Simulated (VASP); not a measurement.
Runs of VASP 6.6.1 on MgO. The structure is that of space group Fm-3m (No. 225), or close to it. The cells are those of the table. 

| cell | gap on the mesh (eV) | pressure (GPa) |
| --- | --- | --- |
| a = 2.973, b = 2.973, c = 4.208 Å, angles 90.0, 87.7, 90.0°, 4 atoms | 5.53 | 0.6 |
| a = 2.914, b = 2.914, c = 4.259 Å, 4 atoms | 5.93 | 5.8 |
| a = 3.003, b = 3.003, c = 4.180 Å, 4 atoms | 5.55 | (b) |
| a = 2.943, b = 2.943, c = 4.231 Å, 4 atoms | 5.82 | 3.1 |
| a = 2.980, b = 2.980, c = 4.162 Å, 4 atoms | 5.74 | (a) |

Alike in all rows: task single point; level r2SCAN; potentials or basis VASP PAW PBE potentials, release 64 (Mg_sv, O); no spin polarisation; k mesh 8 × 8 × 6; cutoff (eV) 920; smearing gaussian 0.02 eV.

**Question.** Fill in the values left out.

**Answer.** (a) 1.7; (b) -1.5.

Caveats: the PAW data sets were made with another functional, which shifts forces and pressure a little; the stress differs along the axes, from 0 to 8 GPa (at least some runs); the cell stands under pressure (at least some runs).

